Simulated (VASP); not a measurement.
Set up this calculation in VASP 6.6.1, as the native input.

* Task: single point
* Functional: LDA
* Potentials or basis: VASP PAW LDA potentials, release 64 (I)
* Cutoff: 520 eV
* k mesh: 12 × 12 × 7
* Occupations: fermi-dirac, width 0.08 eV
* Spin: no spin polarisation
* Dipole correction: no
* Further INCAR settings: ALGO = Normal; EDIFF = 1e-07; NBANDS = 14

The structure of I lies in POSCAR:

```
I
1.0
    3.1098875249      0.0000000000      0.0000000000
   -1.5549437624      2.6932415995      0.0000000000
    0.0000000000      0.0000000000      5.4171823985
I
2
Direct
    0.3333333333      0.6666666667      0.2500000000
    0.6666666667      0.3333333333      0.7500000000
```

The input as run:

INCAR

```
SYSTEM = I
ALGO = Normal ; EDIFF = 1E-7
ENCUT = 520 ; GGA = CA
ISIF = 2 ; ISMEAR = -1
LASPH = .TRUE. ; LCHARG = .TRUE.
LELF = .TRUE. ; LREAL = .FALSE.
LVHAR = .TRUE. ; LWAVE = .FALSE.
NBANDS = 14 ; NELM = 100
PREC = Accurate ; SIGMA = 0.08
```

KPOINTS

```
k-points
0
G
  12 12 7
  0 0 0
```

Potentials or basis: VASP PAW LDA potentials, release 64 (I).

The run is started by

```bash
$ cat potpaw_LDA.64/I/POTCAR > POTCAR
$ mpirun -np 1 vasp_std > vasp.out
```

It gave:

| Quantity | Value |
| --- | --- |
| Pressure | 27.1 GPa |
| Band gap on the k mesh | zero (bands 7 and 8 overlap by 5.64 eV) |

Caveat: the cell stands under pressure; spin-orbit coupling is left out, which moves the levels of the heavy elements.

Wall time 12 s on 1 thread of Intel(R) Xeon(R) 6975P-C (Granite Rapids), on a shared host, peak memory 0.16 GiB.
